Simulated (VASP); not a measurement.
# RbMgSbO3 (P1) in VASP: notebook

RbMgSbO3 is run at these levels: PBE; tasks: single point.

Everything below comes from runs of VASP 6.6.1. Logs are shortened: lines on timing, memory, paths and dates and some standing lists are left out, and cuts for length are marked.

## (1) The cell of the first run

The typed cell holds 6 atoms: a = 5.233 Å, b = 5.233 Å, c = 5.233 Å, α = 73.83°, β = 73.83°, γ = 73.83°.

## (2) Single point, PBE

INCAR reads:

```
PREC = Accurate
ENCUT = 520
EDIFF = 1E-6
ISMEAR = 1
SIGMA = 0.05
LREAL = F
LASPH = T
NELM = 100
ALGO = Normal
ISIF = 2
LWAVE = F
LCHARG = T
GGA = PE
LELF = T
LVHAR = T
NBANDS = 26
```

KPOINTS reads:

```
Automatic mesh
0
Gamma
  2 2 2
```

POSCAR reads:

```
RbMgSbO3
1.0
    3.1430084500      1.8146167700      3.7695942700
   -3.1430084500      1.8146167700      3.7695942700
    0.0000000000     -3.6292335500      3.7695942700
Rb Mg Sb O
1 1 1 3
Direct
    0.8896759478      0.8945540765      0.8940250549
    0.3206905880      0.3212031542      0.3005034352
    0.5728661908      0.5735483398      0.5735530668
    0.5064979492      0.4769418721      0.9649672152
    0.9841469354      0.4917072794      0.5095912905
    0.4717232716      0.9616888649      0.4900168801
```

Potentials or basis: VASP PAW PBE potentials, release 64 (Rb_sv, Mg, Sb, O).

The run is started by

```bash
cat potpaw_PBE.64/Rb_sv/POTCAR potpaw_PBE.64/Mg/POTCAR potpaw_PBE.64/Sb/POTCAR potpaw_PBE.64/O/POTCAR > POTCAR
mpirun -np 1 vasp_std > vasp.out
```

OUTCAR:

```text
PREC = Accurate
   ENCUT = 520
   EDIFF = 1E-6
   ISMEAR = 1
   LREAL = F
   LASPH = T
   NELM = 100
   ISIF = 2
   GGA = PE

 ion  position               nearest neighbor table
   1  0.890  0.895  0.894-   5 3.16   4 3.20   6 3.24   4 3.24   5 3.30   6 3.32   6 3.33   5 3.40
                             4 3.41   3 3.61   3 3.62   3 3.63   3 3.65   2 3.71   2 3.74   2 3.84
   2  0.321  0.321  0.301-   4 1.84   5 1.92   6 1.93   3 2.93   3 3.65   1 3.71   1 3.74   1 3.84
                             1 4.50   1 4.59   1 4.61
   3  0.573  0.574  0.574-   6 1.91   4 1.92   5 2.02   2 2.93   1 3.61   1 3.62   1 3.63   1 3.65
                             2 3.65
   4  0.506  0.477  0.965-   2 1.84   3 1.92   1 3.20   1 3.24   1 3.41
   5  0.984  0.492  0.510-   2 1.92   3 2.02   1 3.16   1 3.30   1 3.40
   6  0.472  0.962  0.490-   3 1.91   2 1.93   1 3.24   1 3.32   1 3.33

  LATTYP: Found a trigonal (rhomboedric) cell.
 ALAT       =     5.2327026572
 COS(alpha) =     0.2784457673

  Lattice vectors:

 A1 = (   3.1430084500,   1.8146167700,   3.7695942700)
 A2 = (  -3.1430084500,   1.8146167700,   3.7695942700)
 A3 = (   0.0000000000,  -3.6292335500,   3.7695942700)

Analysis of symmetry for initial positions (statically):
=====================================================================
 Subroutine PRICEL returns:
 Original cell was already a primitive cell.

 Routine SETGRP: Setting up the symmetry group for a
 trigonal (rhombohedral) supercell.

 Subroutine GETGRP returns: Found  1 space group operations
 (whereof  1 operations were pure point group operations)
 out of a pool of 12 trial point group operations.

The static configuration has the point symmetry C_1 .

Analysis of symmetry for dynamics (positions and initial velocities):
=====================================================================
 Subroutine PRICEL returns:
 Original cell was already a primitive cell.

 Routine SETGRP: Setting up the symmetry group for a
 trigonal (rhombohedral) supercell.

 Subroutine GETGRP returns: Found  1 space group operations
 (whereof  1 operations were pure point group operations)
 out of a pool of 12 trial point group operations.

The dynamic configuration has the point symmetry C_1 .

 Subroutine INISYM returns: Found  1 space group operations
 (whereof  1 operations are pure point group operations),
 and found     1 'primitive' translations

----------------------------------------------------------------------------------------
[... 88 lines left out ...]
   IBRION =     -1    ionic relax: 0-MD 1-quasi-New 2-CG
   NFREE  =      0    steps in history (QN), initial steepest desc. (CG)
   ISIF   =      2    stress and relaxation
   ISYM   =      2    0-nonsym 1-usesym 2-fastsym
   POTIM  = 0.5000    time-step for ionic-motion
   TEBEG  =    0.0;   TEEND  =   0.0 temperature during run
   PSTRESS=    0.0 pullay stress
   NELECT =      34.0000    total number of electrons
   NUPDOWN=      -1.0000    fix difference up-down
   EMIN   =  10.00;   EMAX   =-10.00  energy-range for DOS
   EFERMI =   0.00;   METHOD = LEGACY
   ISMEAR =     1;   SIGMA  =   0.05  broadening in eV -4-tet -1-fermi 0-gaus
   EFERMI_NEDOS =   21; number of points for ismear=-14 and -15
   IALGO  =     38    algorithm
   IMIX   =      4    mixing-type and parameters
     AMIX     =   0.40;   BMIX     =  1.00
     AMIX_MAG =   1.60;   BMIX_MAG =  1.00
  volume/ion in A,a.u.               =      21.50       145.08
  Fermi-wavevector in a.u.,A,eV,Ry     =   1.049645  1.983541 14.990276  1.101754
  Thomas-Fermi vector in A             =   2.184616
   LORBIT       =      0    0 simple, 1 ext, 2 COOP (PROOUT), +10 PAW based schemes
   GGA     = PE    functional components
   LHFCALC =     F    Hartree Fock is set to
   AEXX    =    0.0000 exact exchange contribution
   IVDW    =     0    specifies the selected vdW correction
   LEPSILON=     F    determine dielectric tensor
   LRPA    =     F    only Hartree local field effects (RPA)
 non-spin polarized calculation
 Methfessel and Paxton  Order N= 1 SIGMA  =   0.05
  energy-cutoff  :      520.00
  volume of cell :      129.00
 maximum number of plane-waves:      3494
 NGX is ok and might be reduce to    40
   NGX = 19   NGY = 19   NGZ = 19

 number of electron      34.0000000 magnetization

 Free energy of the ion-electron system (eV)
  ---------------------------------------------------
  ext. energy  EPLUGINS =         0.00000000
  ---------------------------------------------------
  free energy    TOTEN  =       -31.52612036 eV

  energy without entropy =      -31.52648273  energy(sigma->0) =      -31.52624115

 E-fermi :   1.9282     XC(G=0):  -8.0768

 val. band max:        1.8860725322   @ k =   0.5000   0.5000   0.5000
 cond. band min:       4.4273736637   @ k =   0.0000   0.0000   0.0000
 fundamental gap:      2.5413011314
 Fermi energy:         1.9281666431

 k-point     1 :       0.0000    0.0000    0.0000
  band No.  band energies     occupation
      1     -24.7306      2.00000
      2     -16.5388      2.00000
      3     -15.6020      2.00000
      4     -15.0817      2.00000
      5      -8.8990      2.00000
      6      -8.8715      2.00000
[... 221 lines left out ...]
     25      10.0796      0.00000
     26      10.1144      0.00000

------------------------ aborting loop because EDIFF is reached ----------------------------------------

  FORCE on cell =-STRESS in cart. coord.  units (eV):
  Direction    XX          YY          ZZ          XY          YZ          ZX
  --------------------------------------------------------------------------------------
  -------------------------------------------------------------------------------------
  Total        0.0102781      2.3361742      2.7628455     -0.7333693     -0.5159289     -1.3652153
  in kB        0.1276573     29.0161291     34.3155415     -9.1087126     -6.4080233    -16.9564687
  external PRESSURE =      21.1531093 kB  Pullay stress =       0.0000000 kB

 VOLUME and BASIS-vectors are now :
 -----------------------------------------------------------------------------
  energy-cutoff  :      520.00
  volume of cell :      129.00
      direct lattice vectors                 reciprocal lattice vectors
     3.143008450  1.814616770  3.769594270     0.159083250  0.091846757  0.088426846
    -3.143008450  1.814616770  3.769594270    -0.159083250  0.091846757  0.088426846
     0.000000000 -3.629233550  3.769594270     0.000000000 -0.183693515  0.088426846

 POSITION                                       TOTAL-FORCE (eV/Angst)
 -----------------------------------------------------------------------------------
     -0.01533     -0.00693     10.09594         0.009425      0.099411      0.055026
     -0.00161      0.07419      3.55245        -0.006238     -1.165723      0.369038
     -0.00214     -0.00126      6.48358         1.776937      0.626617     -0.771066
      0.09290     -1.71753      7.34470        -0.196258      0.283081      0.269137
      1.54774      0.82868      7.48432        -0.924758     -0.190522     -0.485519
     -1.53997      0.82271      7.25055        -0.659108      0.347136      0.563385
 -----------------------------------------------------------------------------------
    total drift:                               -0.001338     -0.000592      0.000334

  FREE ENERGIE OF THE ION-ELECTRON SYSTEM (eV)
  ---------------------------------------------------
  free  energy   TOTEN  =       -31.5261203647 eV

  energy  without entropy=      -31.5264827338  energy(sigma->0) =      -31.52624115
```

stdout:

```text
POSCAR found type information on POSCAR RbMgSbO
 POSCAR found :  4 types and       6 ions
 scaLAPACK will be used
 LDA part: xc-table for (Slater+PW92), standard interpolation
 POSCAR, INCAR and KPOINTS ok, starting setup
 FFT: planning ... GRIDC
 FFT: planning ... GRID_SOFT
 FFT: planning ... GRID
 WAVECAR not read
 entering main loop
```

Wall time 28 s (1 thread of Intel Xeon Platinum 8375C at 2.90GHz (Ice Lake), shared host); peak memory 0.24 GiB.

What came out:

| Item | Value |
| --- | --- |
| Free energy | -31.5261 eV |
| Pressure | 2.1 GPa |
| Largest force | 2.036 eV/Å |
| Band gap on the k mesh | 2.54 eV, indirect (least direct gap 2.63 eV) |

Forces on the atoms (eV/Å):
```
Rb   0.009  0.099  0.055
Mg  -0.006 -1.166  0.369
Sb   1.777  0.627 -0.771
O   -0.196  0.283  0.269
O   -0.925 -0.191 -0.486
O   -0.659  0.347  0.563
```

Stress tensor (GPa, compression positive):
```
 0.01 -0.91 -1.70
-0.91  2.90 -0.64
-1.70 -0.64  3.43
```

Levels at points of the mesh, in eV from the valence-band top:
| k point | band 14 | band 15 | band 16 | band 17 | band 18 | band 19 | band 20 | band 21 |
| --- | --- | --- | --- | --- | --- | --- | --- | --- |
| (0.00, 0.00, 0.00) | -2.32 | -2.31 | -2.08 | -1.58 | 2.54 | 4.57 | 4.96 | 5.65 |
| (0.50, 0.00, 0.00) | -2.57 | -2.24 | -2.01 | -1.13 | 2.89 | 4.34 | 4.99 | 5.06 |
| (0.00, 0.50, 0.00) | -2.52 | -2.31 | -1.85 | -1.33 | 3.04 | 4.43 | 4.80 | 5.31 |
| (0.00, 0.00, 0.50) | -2.51 | -2.28 | -1.83 | -1.41 | 2.99 | 4.55 | 4.95 | 4.97 |
| (0.50, 0.50, 0.00) | -2.58 | -2.17 | -1.72 | -0.53 | 2.86 | 3.63 | 4.32 | 5.09 |
| (0.50, 0.00, 0.50) | -2.56 | -2.16 | -1.77 | -0.53 | 3.05 | 3.36 | 4.36 | 4.98 |
| (0.00, 0.50, 0.50) | -2.41 | -2.18 | -2.04 | -0.70 | 2.93 | 3.71 | 4.50 | 5.05 |
| (0.50, 0.50, 0.50) | -2.20 | -1.99 | -1.51 | 0.00 | 2.63 | 2.82 | 3.04 | 4.24 |

Caveat: the k points lie up to 0.64 Å⁻¹ apart; spin-orbit coupling is left out, which moves the levels of the heavy elements; forces of over 1 eV/Å act on the atoms, so gaps and moduli don't describe the material at rest. A k mesh can miss the band edges.

## (3) Single point, PBE

INCAR reads:

```
  PREC = Accurate
  ENCUT = 520
  EDIFF = 1E-6
  ISMEAR = 1
  SIGMA = 0.05
  LREAL = False
  LASPH = True
  NELM = 100
  ALGO = Normal
  ISIF = 2
  LWAVE = False
  LCHARG = False
  GGA = PE
  NBANDS = 26
```

KPOINTS reads:

```
regular mesh
0
Gamma
  2 2 2
```

POSCAR reads:

```
RbMgSbO3
1.0
    3.1430084500      1.8146167700      3.7695942700
   -3.1430084500      1.8146167700      3.7695942700
    0.0000000000     -3.6292335500      3.7695942700
Rb Mg Sb O
1 1 1 3
Direct
    0.8837084317      0.8941242485      0.8921307905
    0.3143656873      0.3201372276      0.3044214749
    0.5813335863      0.5725191016      0.5732735050
    0.5203246434      0.4686814479      0.9611183713
    0.9731301368      0.5022001271      0.5228418100
    0.4459596717      0.9712045211      0.4869102210
```

Potentials or basis: VASP PAW PBE potentials, release 64 (Rb_sv, Mg, Sb, O).

The run is started by

```bash
cat potpaw_PBE.64/Rb_sv/POTCAR potpaw_PBE.64/Mg/POTCAR potpaw_PBE.64/Sb/POTCAR potpaw_PBE.64/O/POTCAR > POTCAR
mpirun -np 1 vasp_std > vasp.out
```

OUTCAR:

```text
PREC = Accurate
   ENCUT = 520
   EDIFF = 1E-6
   ISMEAR = 1
   LREAL = False
   LASPH = True
   NELM = 100
   ISIF = 2
   GGA = PE

 ion  position               nearest neighbor table
   1  0.884  0.894  0.892-   5 3.05   4 3.13   6 3.17   4 3.20   5 3.31   6 3.36   6 3.41   5 3.45
                             4 3.50   3 3.55   3 3.60   3 3.61   3 3.70   2 3.73   2 3.75   2 3.82
   2  0.314  0.320  0.304-   6 1.85   4 1.90   5 1.98   3 2.97   3 3.68   3 3.69   1 3.73   1 3.75
                             1 3.82   1 4.51   1 4.57   1 4.59
   3  0.581  0.573  0.573-   4 1.91   5 1.93   6 1.97   2 2.97   1 3.55   1 3.60   1 3.61   2 3.68
                             2 3.69   1 3.70
   4  0.520  0.469  0.961-   2 1.90   3 1.91   1 3.13   1 3.20   1 3.50
   5  0.973  0.502  0.523-   3 1.93   2 1.98   1 3.05   1 3.31   1 3.45
   6  0.446  0.971  0.487-   2 1.85   3 1.97   1 3.17   1 3.36   1 3.41

  LATTYP: Found a trigonal (rhomboedric) cell.
 ALAT       =     5.2327026572
 COS(alpha) =     0.2784457673

  Lattice vectors:

 A1 = (   3.1430084500,   1.8146167700,   3.7695942700)
 A2 = (  -3.1430084500,   1.8146167700,   3.7695942700)
 A3 = (   0.0000000000,  -3.6292335500,   3.7695942700)

Analysis of symmetry for initial positions (statically):
[... 170 lines left out ...]
 Fermi energy:         1.9385005502

 k-point     1 :       0.0000    0.0000    0.0000
  band No.  band energies     occupation
      1     -24.7071      2.00000
      2     -16.5343      2.00000
      3     -15.4492      2.00000
      4     -15.3293      2.00000
      5      -8.9001      2.00000
      6      -8.8330      2.00000
[... 221 lines left out ...]
     25      10.0270      0.00000
     26      10.1118      0.00000

------------------------ aborting loop because EDIFF is reached ----------------------------------------

  FORCE on cell =-STRESS in cart. coord.  units (eV):
  Direction    XX          YY          ZZ          XY          YZ          ZX
  --------------------------------------------------------------------------------------
  -------------------------------------------------------------------------------------
  Total        0.3870261      2.2228755      3.3323396     -0.3502173     -0.3314350      0.2349223
  in kB        4.8070038     27.6089183     41.3888645     -4.3498252     -4.1165428      2.9178201
  external PRESSURE =      24.6015956 kB  Pullay stress =       0.0000000 kB

 VOLUME and BASIS-vectors are now :
 -----------------------------------------------------------------------------
  energy-cutoff  :      520.00
  volume of cell :      129.00
      direct lattice vectors                 reciprocal lattice vectors
     3.143008450  1.814616770  3.769594270     0.159083250  0.091846757  0.088426846
    -3.143008450  1.814616770  3.769594270    -0.159083250  0.091846757  0.088426846
     0.000000000 -3.629233550  3.769594270     0.000000000 -0.183693515  0.088426846

 POSITION                                       TOTAL-FORCE (eV/Angst)
 -----------------------------------------------------------------------------------
     -0.03274     -0.01167     10.06468         0.018250      0.108385      0.114370
     -0.01814      0.04656      3.53936        -0.788188     -0.209221      0.599213
      0.02770      0.01326      6.51057        -0.195580      0.679117     -1.486750
      0.16231     -1.69346      7.35118        -0.375671     -0.813318      0.401252
      1.48014      0.77964      7.53230         0.403216      0.826454      0.206023
     -1.65085      0.80450      7.17759         0.937973     -0.591416      0.165892
 -----------------------------------------------------------------------------------
    total drift:                               -0.000409      0.000559     -0.000683

  FREE ENERGIE OF THE ION-ELECTRON SYSTEM (eV)
  ---------------------------------------------------
  free  energy   TOTEN  =       -31.4824411179 eV

  energy  without entropy=      -31.4828034870  energy(sigma->0) =      -31.48256191
```

OSZICAR:

```text
N       E                     dE             d eps       ncg     rms          rms(c)
DAV:   1     0.223461839289E+03    0.22346E+03   -0.15322E+04   416   0.114E+03
DAV:   2    -0.160405449993E+02   -0.23950E+03   -0.22910E+03   544   0.246E+02
DAV:   3    -0.384607267680E+02   -0.22420E+02   -0.22293E+02   568   0.816E+01
DAV:   4    -0.390676345394E+02   -0.60691E+00   -0.60611E+00   622   0.109E+01
DAV:   5    -0.390763242535E+02   -0.86897E-02   -0.86871E-02   574   0.117E+00    0.163E+01
DAV:   6    -0.316655272442E+02    0.74108E+01   -0.31827E+01   488   0.325E+01    0.867E+00
DAV:   7    -0.315596324258E+02    0.10589E+00   -0.20429E+00   506   0.792E+00    0.317E+00
DAV:   8    -0.314852500343E+02    0.74382E-01   -0.18117E-01   552   0.276E+00    0.127E+00
DAV:   9    -0.314758821804E+02    0.93679E-02   -0.54402E-02   568   0.147E+00    0.302E-01
DAV:  10    -0.314814023639E+02   -0.55202E-02   -0.80235E-03   488   0.505E-01    0.115E-01
DAV:  11    -0.314822145974E+02   -0.81223E-03   -0.20748E-03   528   0.241E-01    0.402E-02
DAV:  12    -0.314823778931E+02   -0.16330E-03   -0.18534E-04   454   0.776E-02    0.317E-02
DAV:  13    -0.314824361073E+02   -0.58214E-04   -0.62888E-05   472   0.475E-02    0.920E-03
DAV:  14    -0.314824397553E+02   -0.36479E-05   -0.62493E-06   568   0.207E-02    0.520E-03
DAV:  15    -0.314824410436E+02   -0.12883E-05   -0.32661E-06   392   0.109E-02    0.180E-03
DAV:  16    -0.314824411179E+02   -0.74327E-07   -0.37137E-07   392   0.502E-03
   1 F= -.31482441E+02 E0= -.31482562E+02  d E =0.362369E-03
```

stdout:

```text
POSCAR found type information on POSCAR RbMgSbO
 POSCAR found :  4 types and       6 ions
 scaLAPACK will be used
 LDA part: xc-table for (Slater+PW92), standard interpolation
 POSCAR, INCAR and KPOINTS ok, starting setup
 FFT: planning ... GRIDC
 FFT: planning ... GRID_SOFT
 FFT: planning ... GRID
 WAVECAR not read
 entering main loop
```

Wall time 26 s (1 thread of Intel Xeon Platinum 8375C at 2.90GHz (Ice Lake), shared host); peak memory 0.24 GiB.

What came out:

```yaml
Free_energy: -31.4824 eV
Pressure: 2.5 GPa
Largest_force: 1.646 eV/Å
Band_gap_on_the_k_mesh: 2.50 eV, indirect (least direct gap 2.72 eV)
```

Forces in eV/Å, atoms in the order of the input:
```
Rb   0.018  0.108  0.114
Mg  -0.788 -0.209  0.599
Sb  -0.196  0.679 -1.487
O   -0.376 -0.813  0.401
O    0.403  0.826  0.206
O    0.938 -0.591  0.166
```

Stress tensor (GPa, compression positive):
```
 0.48 -0.43  0.29
-0.43  2.76 -0.41
 0.29 -0.41  4.14
```

Levels at points of the mesh, in eV from the valence-band top:
```csv
k point,band 13,band 14,band 15,band 16,band 17,band 18,band 19,band 20,band 21,band 22
"(0.00, 0.00, 0.00)",-2.60,-2.31,-2.26,-2.12,-1.67,2.50,4.49,4.73,5.76,5.84
"(0.50, 0.00, 0.00)",-2.61,-2.57,-2.21,-2.08,-1.26,2.87,4.39,4.88,5.02,6.03
"(0.00, 0.50, 0.00)",-2.74,-2.48,-2.39,-1.97,-1.14,3.00,4.26,4.90,5.44,5.73
"(0.00, 0.00, 0.50)",-2.66,-2.53,-2.28,-1.97,-1.29,2.99,4.46,4.67,5.11,6.37
"(0.50, 0.50, 0.00)",-2.78,-2.52,-2.28,-1.84,-0.54,2.82,3.73,4.33,5.10,5.94
"(0.50, 0.00, 0.50)",-2.61,-2.52,-2.28,-1.87,-0.56,3.18,3.40,4.27,4.78,6.45
"(0.00, 0.50, 0.50)",-2.71,-2.33,-2.30,-2.01,-0.57,2.86,3.73,4.47,5.30,6.12
"(0.50, 0.50, 0.50)",-2.53,-2.15,-2.12,-1.61,0.00,2.72,2.80,3.18,4.23,6.28
```

Caveat: the k points lie up to 0.64 Å⁻¹ apart; spin-orbit coupling is left out, which moves the levels of the heavy elements; forces of over 1 eV/Å act on the atoms, so gaps and moduli don't describe the material at rest.
